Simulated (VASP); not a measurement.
A run of VASP 6.6.1 is set up as follows.

INCAR

```
PREC = Accurate
ENCUT = 520
EDIFF = 1E-8
ISMEAR = -1
SIGMA = 0.02
LREAL = F
LASPH = T
NELM = 60
ALGO = Normal
ISIF = 2
LWAVE = F
LCHARG = F
GGA = PE
LEFG = T
NBANDS = 26
```

The input KPOINTS:

```
Automatic mesh
0
Gamma
  7 7 4
```

POSCAR

```
CdSe
1.0
    4.2984999142      0.0000000000      0.0000000000
   -2.1492499571      3.7226101239      0.0000000000
    0.0000000000      0.0000000000      7.0152000000
Cd Se
2 2
Direct
    0.6666666667      0.3333333333      0.0000000000
    0.3333333333      0.6666666667      0.5000000000
    0.6666666667      0.3333333333      0.3750000000
    0.3333333333      0.6666666667      0.8750000000
```

Potentials or basis: VASP PAW PBE potentials, release 64 (Cd, Se).

Run with:

```bash
$ cat potpaw_PBE.64/Cd/POTCAR potpaw_PBE.64/Se/POTCAR > POTCAR
$ mpirun -np 1 vasp_std > vasp.out
```

(1) What does it give for the band gap on the k mesh?

(2) Estimate the largest force.

(3) Predict the pressure.

Answers

(1) 0.67 eV.

(2) 0.021 eV/Å.

(3) 3.3 GPa.

Caveat: the cell stands under pressure; without QUAD_EFG the Cq values of the log hold for a quadrupole moment of 1 mb, not for the nuclei.
